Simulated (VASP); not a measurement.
Set up this calculation in VASP 6.6.1, as the native input.

| Quantity | Value |
| --- | --- |
| Task | single point |
| Functional | PBE |
| Potentials or basis | VASP PAW PBE potentials, release 64 (Pb_d, Te) |
| Cutoff | 520 eV |
| k mesh | 8 × 8 × 8 |
| Occupations | fermi-dirac, width 0.02 eV |
| Spin | no spin polarisation |
| Dipole correction | no |
| Further INCAR settings | ALGO = Normal; EDIFF = 1e-07; NBANDS = 17 |

The structure of TePb lies in POSCAR:

```
TePb
1.0
   -0.0913360397      3.2678368411      3.2678368411
    3.2678368411     -0.0913360397      3.2678368411
    3.1765008014      3.1765008014      0.0000000000
Pb Te
1 1
Direct
    0.0000000000      0.0000000000      0.0000000000
    0.5000000000      0.5000000000      0.5000000000
```

This cell differs from its parent crystal: shear xy strain -5.6%.

One way to write it, as run:

INCAR

```
ALGO     = Normal         # electronic algorithm
EDIFF    = 1E-7           # SCF threshold, eV
ENCUT    = 520            # plane-wave cutoff, eV
GGA      = PE             # functional
ISIF     = 2              # what is computed and relaxed
ISMEAR   = -1             # smearing method
LASPH    = T              # aspherical terms in the spheres
LCHARG   = F              # write CHGCAR
LREAL    = F              # projectors in reciprocal space
LWAVE    = F              # write WAVECAR
NBANDS   = 17             # bands
NELM     = 80             # most SCF steps
PREC     = Accurate       # precision mode
SIGMA    = 0.02           # smearing width, eV
```

KPOINTS

```
k-points
0
Gamma
  8 8 8
```

Potentials or basis: VASP PAW PBE potentials, release 64 (Pb_d, Te).

Command:

```sh
$ cat potpaw_PBE.64/Pb_d/POTCAR potpaw_PBE.64/Te/POTCAR > POTCAR
$ mpirun -np 1 vasp_std > vasp.out
```

It gave:

* Pressure: 0.6 GPa
* Band gap on the k mesh: 0.52 eV (least direct gap 0.74 eV)

Caveat: the cell differs from its parent crystal (shear xy strain -5.6%); the structure was generated, so it needn't be the stable form of TePb; spin-orbit coupling is left out, which moves the levels of the heavy elements.

Wall time 4 min on 1 thread of AMD EPYC 7R13 (shared host), peak memory 0.25 GiB.
